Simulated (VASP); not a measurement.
# Na6W2SCl2O7 (Pm) in VASP: single point with PBE

Aim: the single point of Na6W2SCl2O7 with PBE.

All numbers are computed with VASP 6.6.1; they aren't measurements. Logs are shortened: lines on timing, memory, paths and dates and some standing lists are left out, and cuts for length are marked.

### Step 1. The cell of the first run

Symmetry: Pm, No. 6, monoclinic system. The conventional cell has a = 5.360 Å, b = 7.518 Å, c = 7.518 Å, α = 90.00°, β = 90.00°, γ = 90.00°. Within 2.9 Å of Na (site symmetry m) lie 3 O at 2.11 to 2.38 Å and 1 S at 2.49 Å and 2 Cl at 2.54 to 2.82 Å. Within 3.3 Å of Na (site symmetry m) lie 4 O at 2.32 to 2.36 Å and 2 Cl at 2.58 to 2.79 Å and 4 Na at 3.19 to 3.28 Å. Within 3.1 Å of Na (site symmetry 1) lie 4 O at 2.36 to 2.56 Å and 2 Cl at 2.76 Å. Na (site symmetry 1) has 3 O at 2.32 to 2.57 Å and 1 S at 2.66 Å and 2 Cl at 2.79 to 2.86 Å and 1 Na at 3.19 Å within 3.2 Å. W (site symmetry m) has 3 O at 1.77 to 1.78 Å and 1 S at 2.19 Å within 2.4 Å. Within 2.4 Å of W (site symmetry m) lie 4 O at 1.79 to 1.80 Å. Cl (site symmetry m) has 6 Na at 2.54 to 2.86 Å and 4 O at 3.27 to 3.46 Å and 1 S at 3.33 Å within 3.5 Å. Within 3.6 Å of Cl (site symmetry m) lie 6 Na at 2.58 to 2.79 Å and 5 O at 3.27 to 3.56 Å.

### Step 2. Single point, PBE

INCAR

```
SYSTEM = Na6W2SCl2O7
PREC     = Accurate       ! precision mode
ENCUT    = 520            ! plane-wave cutoff, eV
EDIFF    = 1E-6           ! SCF threshold, eV
ISMEAR   = -1             ! smearing method
SIGMA    = 0.02           ! smearing width, eV
LREAL    = Auto         
LASPH    = .True.         ! aspherical terms in the spheres
NELM     = 80             ! most SCF steps
ALGO     = Normal         ! electronic algorithm
ISIF     = 2              ! what is computed and relaxed
LWAVE    = .False.        ! write WAVECAR
LCHARG   = .True.         ! write CHGCAR
GGA      = PE             ! functional
LELF     = .True.         ! ELF
LVHAR    = .True.       
NBANDS   = 81             ! bands
```

KPOINTS

```
regular mesh
0
Gamma
  3 3 4
  0 0 0
```

POSCAR

```
Na6W2SCl2O7
1.0
    7.5181000000      0.0000000000      0.0000000000
    0.0000000000      7.5181000000      0.0000000000
    0.0000000000      0.0000000000      5.3600000000
Na W Cl O S
6 2 2 7 1
Direct
    0.5117297281      0.0000000000      0.3746011159
   -0.0087587290      0.5000000000      0.6379527996
    0.7558980037      0.2531372373      0.0194573474
    0.2644756567      0.2705671558     -0.0400706978
    0.2644756567      0.7294328442     -0.0400706978
    0.7558980037      0.7468627627      0.0194573474
   -0.0275117010      0.0000000000      0.5343457806
    0.5034698388      0.5000000000      0.4902625326
    0.5190475616      0.0000000000      0.8482409110
    0.0084873570      0.5000000000      0.1571309743
    0.7899857547      0.0000000000      0.3256095866
    0.5104672783      0.3103790718      0.2894289917
    0.5104672783      0.6896209282      0.2894289917
    0.3043680877      0.5000000000      0.6763956276
   -0.0189959082      0.1943536181      0.7250404593
    0.6858235105      0.5000000000      0.7048827695
   -0.0189959082      0.8056463819      0.7250404593
    0.1896685307      0.0000000000      0.2628657013
```

Potentials or basis: VASP PAW PBE potentials, release 64 (Na_pv, W_sv, Cl, O, S).

Command:

```
> cat potpaw_PBE.64/Na_pv/POTCAR potpaw_PBE.64/W_sv/POTCAR potpaw_PBE.64/Cl/POTCAR potpaw_PBE.64/O/POTCAR potpaw_PBE.64/S/POTCAR > POTCAR
> mpirun -np 1 vasp_std > vasp.out
```

OUTCAR:

```text
SYSTEM = Na6W2SCl2O7
   PREC = Accurate
   ENCUT = 520
   EDIFF = 1E-6
   ISMEAR = -1
   LREAL = Auto
   LASPH = .True.
   NELM = 80
   ISIF = 2
   GGA = PE

 ion  position               nearest neighbor table
   1  0.512  0.000  0.375-  11 2.11  12 2.38  13 2.38  18 2.49   9 2.54
   2  0.991  0.500  0.638-  16 2.32  15 2.35  17 2.35  14 2.36  10 2.58
   3  0.756  0.253  0.019-  15 2.36
   4  0.264  0.271  0.960-  14 2.32  18 2.66
   5  0.264  0.729  0.960-  14 2.32  18 2.66
   6  0.756  0.747  0.019-  17 2.36
   7  0.972  0.000  0.534-  11 1.77  15 1.78  17 1.78  18 2.19
   8  0.503  0.500  0.490-  12 1.79  13 1.79  16 1.79  14 1.80
   9  0.519  0.000  0.848-   1 2.54
  10  0.008  0.500  0.157-   2 2.58
  11  0.790  0.000  0.326-   7 1.77   1 2.11
  12  0.510  0.310  0.289-   8 1.79   1 2.38
  13  0.510  0.690  0.289-   8 1.79   1 2.38
  14  0.304  0.500  0.676-   8 1.80   5 2.32   4 2.32   2 2.36
  15  0.981  0.194  0.725-   7 1.78   2 2.35   3 2.36
  16  0.686  0.500  0.705-   8 1.79   2 2.32
  17  0.981  0.806  0.725-   7 1.78   2 2.35   6 2.36
  18  0.190  0.000  0.263-   7 2.19   1 2.49   5 2.66   4 2.66

  LATTYP: Found a simple tetragonal cell.
 ALAT       =     7.5181000000
 C/A-ratio  =     0.7129460901

  Lattice vectors:

 A1 = (   7.5181000000,   0.0000000000,   0.0000000000)
 A2 = (   0.0000000000,   7.5181000000,   0.0000000000)
 A3 = (   0.0000000000,   0.0000000000,   5.3600000000)

Analysis of symmetry for initial positions (statically):
=====================================================================
 Subroutine PRICEL returns:
 Original cell was already a primitive cell.

 Routine SETGRP: Setting up the symmetry group for a
 simple tetragonal supercell.

 Subroutine GETGRP returns: Found  2 space group operations
 (whereof  2 operations were pure point group operations)
 out of a pool of 16 trial point group operations.

The static configuration has the point symmetry C_1h.

Analysis of symmetry for dynamics (positions and initial velocities):
=====================================================================
 Subroutine PRICEL returns:
 Original cell was already a primitive cell.

 Routine SETGRP: Setting up the symmetry group for a
 simple tetragonal supercell.

 Subroutine GETGRP returns: Found  2 space group operations
 (whereof  2 operations were pure point group operations)
 out of a pool of 16 trial point group operations.

The dynamic configuration has the point symmetry C_1h.

 Subroutine INISYM returns: Found  2 space group operations
 (whereof  2 operations are pure point group operations),
 and found     1 'primitive' translations

----------------------------------------------------------------------------------------

                                     Primitive cell

  volume of cell :     302.9570

  direct lattice vectors                    reciprocal lattice vectors
     7.518100000  0.000000000  0.000000000     0.133012330  0.000000000  0.000000000
     0.000000000  7.518100000  0.000000000     0.000000000  0.133012330  0.000000000
     0.000000000  0.000000000  5.360000000     0.000000000  0.000000000  0.186567164

  length of vectors
     7.518100000  7.518100000  5.360000000     0.133012330  0.133012330  0.186567164

  position of ions in fractional coordinates (direct lattice)
     0.511729728  0.000000000  0.374601116
     0.991241271  0.500000000  0.637952800
     0.755898004  0.253137237  0.019457347
     0.264475657  0.270567156  0.959929302
     0.264475657  0.729432844  0.959929302
     0.755898004  0.746862763  0.019457347
[... 10 lines left out ...]
     0.981004092  0.805646382  0.725040459
     0.189668531  0.000000000  0.262865701

  ion indices of the primitive-cell ions
   primitive index   ion index
                 1           1
                 2           2
                 3           3
                 4           4
                 5           5
                 6           6
[... 10 lines left out ...]
                17          17
                18          18

----------------------------------------------------------------------------------------

 KPOINTS: regular mesh

Automatic generation of k-mesh.
 Grid dimensions read from file:
 generate k-points for:    3    3    4

 Generating k-lattice:

  Cartesian coordinates                     Fractional coordinates (reciprocal lattice)
     0.044337443  0.000000000  0.000000000     0.333333333  0.000000000  0.000000000
     0.000000000  0.044337443  0.000000000     0.000000000  0.333333333  0.000000000
     0.000000000  0.000000000  0.046641791     0.000000000  0.000000000  0.250000000

  Length of vectors
     0.044337443  0.044337443  0.046641791

  Shift w.r.t. Gamma in fractional coordinates (k-lattice)
     0.000000000  0.000000000  0.000000000

 Subroutine IBZKPT returns following result:
 ===========================================

 Found     14 irreducible k-points:

 Following reciprocal coordinates:
            Coordinates               Weight
  0.000000  0.000000  0.000000      1.000000
  0.333333  0.000000  0.000000      2.000000
  0.000000  0.333333  0.000000      2.000000
  0.333333  0.333333  0.000000      4.000000
  0.000000  0.000000  0.250000      2.000000
  0.333333  0.000000  0.250000      2.000000
  0.000000  0.333333  0.250000      4.000000
 -0.333333  0.000000  0.250000      2.000000
  0.333333  0.333333  0.250000      4.000000
 -0.333333  0.333333  0.250000      4.000000
  0.000000  0.000000  0.500000      1.000000
  0.333333  0.000000  0.500000      2.000000
  0.000000  0.333333  0.500000      2.000000
  0.333333  0.333333  0.500000      4.000000
   k-points           NKPTS =     14   k-points in BZ     NKDIM =     14   number of bands    NBANDS=     81
   number of dos      NEDOS =    301   number of ions     NIONS =     18
   total plane-waves  NPLWV = 125440
   dimension x,y,z NGX =    56 NGY =   56 NGZ =   40
   dimension x,y,z NGXF=   112 NGYF=  112 NGZF=   80
   ions per type =               6   2   2   7   1
   NGX,Y,Z   is equivalent  to a cutoff of  12.38, 12.38, 12.41 a.u.
   NGXF,Y,Z  is equivalent  to a cutoff of  24.77, 24.77, 24.81 a.u.
 SYSTEM =  Na6W2SCl2O7
   PREC   = accura    normal or accurate (medium, high low for compatibility)
   ISTART =      0    job   : 0-new  1-cont  2-samecut
   ICHARG =      2    charge: 1-file 2-atom 10-const
   ISPIN  =      1    spin polarized calculation?
   LNONCOLLINEAR =      F non collinear calculations
   LSORBIT =      F    spin-orbit coupling
   LASPH  =      T    aspherical Exc in radial PAW
   ENCUT  =  520.0 eV  38.22 Ry    6.18 a.u.  13.98 13.98  9.97*2*pi/ulx,y,z
   NELM   =     80;   NELMIN=  2; NELMDL= -5     # of ELM steps
   EDIFF  = 0.1E-05   stopping-criterion for ELM
   LREAL  =      T    real-space projection
   EDIFFG = 0.1E-04   stopping-criterion for IOM
   NSW    =      0    number of steps for IOM
   IBRION =     -1    ionic relax: 0-MD 1-quasi-New 2-CG
   NFREE  =      0    steps in history (QN), initial steepest desc. (CG)
   ISIF   =      2    stress and relaxation
   ISYM   =      2    0-nonsym 1-usesym 2-fastsym
   POTIM  = 0.5000    time-step for ionic-motion
   TEBEG  =    0.0;   TEEND  =   0.0 temperature during run
   PSTRESS=    0.0 pullay stress
   NELECT =     132.0000    total number of electrons
   NUPDOWN=      -1.0000    fix difference up-down
   EMIN   =  10.00;   EMAX   =-10.00  energy-range for DOS
   EFERMI =   0.00;   METHOD = LEGACY
   ISMEAR =    -1;   SIGMA  =   0.02  broadening in eV -4-tet -1-fermi 0-gaus
   EFERMI_NEDOS =   21; number of points for ismear=-14 and -15
   IALGO  =     38    algorithm
   IMIX   =      4    mixing-type and parameters
     AMIX     =   0.40;   BMIX     =  1.00
     AMIX_MAG =   1.60;   BMIX_MAG =  1.00
  volume/ion in A,a.u.               =      16.83       113.58
  Fermi-wavevector in a.u.,A,eV,Ry     =   1.241097  2.345334 20.957358  1.540322
  Thomas-Fermi vector in A             =   2.375510
   LORBIT       =      0    0 simple, 1 ext, 2 COOP (PROOUT), +10 PAW based schemes
   GGA     = PE    functional components
   LHFCALC =     F    Hartree Fock is set to
   AEXX    =    0.0000 exact exchange contribution
   IVDW    =     0    specifies the selected vdW correction
   LEPSILON=     F    determine dielectric tensor
   LRPA    =     F    only Hartree local field effects (RPA)
 non-spin polarized calculation
  energy-cutoff  :      520.00
  volume of cell :      302.96
 maximum number of plane-waves:      8169
   NGX = 27   NGY = 27   NGZ = 19

 number of electron     131.9999973 magnetization

 Free energy of the ion-electron system (eV)
  ---------------------------------------------------
  ext. energy  EPLUGINS =         0.00000000
  ---------------------------------------------------
  free energy    TOTEN  =      -110.76119159 eV

  energy without entropy =     -110.76119159  energy(sigma->0) =     -110.76119159

 E-fermi :   1.2871     XC(G=0):  -8.9008

 val. band max:        0.7105344526   @ k =   0.0000   0.3333   0.5000
 cond. band min:       4.3041843266   @ k =   0.0000   0.0000   0.0000
 fundamental gap:      3.5936498740
 Fermi energy:         1.2871444750

 k-point     1 :       0.0000    0.0000    0.0000
  band No.  band energies     occupation
      1     -73.0622      2.00000
      2     -72.9169      2.00000
      3     -37.5127      2.00000
      4     -37.5033      2.00000
      5     -37.4921      2.00000
      6     -37.4176      2.00000
[... 70 lines left out ...]
     77       6.9724      0.00000
     78       7.4926      0.00000

 k-point     2 :       0.3333    0.0000    0.0000
  band No.  band energies     occupation
      1     -73.0622      2.00000
      2     -72.9169      2.00000
      3     -37.5127      2.00000
      4     -37.5033      2.00000
      5     -37.4921      2.00000
      6     -37.4176      2.00000
[... 70 lines left out ...]
     77       6.9018      0.00000
     78       7.0757      0.00000
[... 889 lines left out ...]
     77       7.0365      0.00000
     78       7.5919      0.00000

 k-point    14 :       0.3333    0.3333    0.5000
  band No.  band energies     occupation
      1     -73.0622      2.00000
      2     -72.9169      2.00000
      3     -37.5128      2.00000
      4     -37.5033      2.00000
      5     -37.4921      2.00000
      6     -37.4177      2.00000
[... 70 lines left out ...]
     77       7.1248      0.00000
     78       7.7024      0.00000
 [bands above 78 left out]

------------------------ aborting loop because EDIFF is reached ----------------------------------------

  FORCE on cell =-STRESS in cart. coord.  units (eV):
  Direction    XX          YY          ZZ          XY          YZ          ZX
  --------------------------------------------------------------------------------------
  -------------------------------------------------------------------------------------
  Total       12.3330942      8.5902825      9.0546518      0.0000000      0.0000000     -1.2078721
  in kB       65.2231315     45.4294042     47.8852051      0.0000000      0.0000000     -6.3877886
  external PRESSURE =      52.8459136 kB  Pullay stress =       0.0000000 kB

 VOLUME and BASIS-vectors are now :
 -----------------------------------------------------------------------------
  energy-cutoff  :      520.00
  volume of cell :      302.96
      direct lattice vectors                 reciprocal lattice vectors
     7.518100000  0.000000000  0.000000000     0.133012330  0.000000000  0.000000000
     0.000000000  7.518100000  0.000000000     0.000000000  0.133012330  0.000000000
     0.000000000  0.000000000  5.360000000     0.000000000  0.000000000  0.186567164

 POSITION                                       TOTAL-FORCE (eV/Angst)
 -----------------------------------------------------------------------------------
      3.84724      0.00000      2.00786        -0.006312     -0.000000     -0.004854
      7.45225      3.75905      3.41943         0.001123     -0.000000      0.009551
      5.68292      1.90311      0.10429        -0.002586      0.001194      0.000306
      1.98835      2.03415      5.14522        -0.001706      0.006576      0.001852
      1.98835      5.48395      5.14522        -0.001706     -0.006576      0.001852
      5.68292      5.61499      0.10429        -0.002586     -0.001194      0.000306
[... 10 lines left out ...]
      7.37529      6.05693      3.88622         0.027276     -0.343465      0.239260
      1.42595      0.00000      1.40896        -0.012670     -0.000000      0.001497
 -----------------------------------------------------------------------------------
    total drift:                                0.003067      0.000000     -0.007315

  FREE ENERGIE OF THE ION-ELECTRON SYSTEM (eV)
  ---------------------------------------------------
  free  energy   TOTEN  =      -110.7611915883 eV

  energy  without entropy=     -110.7611915883  energy(sigma->0) =     -110.76119159
```

Run time: 4.9 min. Hardware: 1 thread of Intel Xeon Platinum 8488C (Sapphire Rapids), shared host; peak memory 0.46 GiB.

What came out:

- Free energy: -110.7612 eV
- Pressure: 5.3 GPa
- Largest force: 0.429 eV/Å
- Band gap on the k mesh: 3.59 eV (least direct gap 3.69 eV)

Forces in eV/Å, atoms in the order of the input:
```
Na  -0.006  0.000 -0.005
Na   0.001  0.000  0.010
Na  -0.003  0.001  0.000
Na  -0.002  0.007  0.002
Na  -0.002 -0.007  0.002
Na  -0.003 -0.001  0.000
W    0.305  0.000 -0.202
W   -0.011  0.000  0.025
Cl  -0.005  0.000  0.008
Cl  -0.001  0.000  0.002
O   -0.321  0.000 -0.285
O    0.007 -0.336 -0.254
O    0.007  0.336 -0.254
O   -0.320  0.000  0.206
O    0.027  0.343  0.239
O    0.311  0.000  0.265
O    0.027 -0.343  0.239
S   -0.013  0.000  0.001
```

Levels at points of the mesh, in eV from the valence-band top:
```tsv
k point	band 62	band 63	band 64	band 65	band 66	band 67	band 68	band 69	band 70	band 71
(0.00, 0.00, 0.00)	-1.10	-1.04	-0.94	-0.17	-0.10	3.59	3.75	4.16	4.58	4.76
(0.00, 0.00, 0.50)	-0.91	-0.87	-0.84	-0.15	-0.01	3.99	4.10	4.62	4.74	5.29
```

Caveat: the cell stands under pressure; spin-orbit coupling is left out, which moves the levels of the heavy elements. A k mesh can miss the band edges.
